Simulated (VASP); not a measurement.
Here is a VASP 6.6.1 calculation.

INCAR

```
ALGO = Normal
EDIFF = 1E-7
ENCUT = 520
GGA = PS
ISIF = 2
ISMEAR = -1
LASPH = T
LCHARG = F
LREAL = F
LWAVE = F
NBANDS = 35
NELM = 100
PREC = Accurate
SIGMA = 0.1
```

KPOINTS

```
k-points
0
Gamma
  8 8 11
```

File POSCAR:

```
SnO2
1.0
    4.7688827491      0.0000000000      0.0000000000
    0.0000000000      4.7688827491      0.0000000000
    0.0000000000      0.0000000000      3.2120477607
Sn O
2 4
Direct
    0.0000000000      0.0000000000      0.0000000000
    0.5000000000      0.5000000000      0.5000000000
    0.3062733669      0.3062733669      0.0000000000
    0.6937266331      0.6937266331      0.0000000000
    0.8062733669      0.1937266331      0.5000000000
    0.1937266331      0.8062733669      0.5000000000
```

Potentials or basis: VASP PAW PBE potentials, release 64 (Sn_d, O).

Run with:

```bash
$ cat potpaw_PBE.64/Sn_d/POTCAR potpaw_PBE.64/O/POTCAR > POTCAR
$ mpirun -np 1 vasp_std > vasp.out
```

(1) Estimate the band gap on the k mesh.

(2) What does it give for the largest force?

(3) What does it give for the pressure?

Answers

(1) 0.91 eV.

(2) 0.015 eV/Å.

(3) 0.7 GPa.

Caveat: the PAW data sets were made with another functional, which shifts forces and pressure a little; spin-orbit coupling is left out, which moves the levels of the heavy elements.
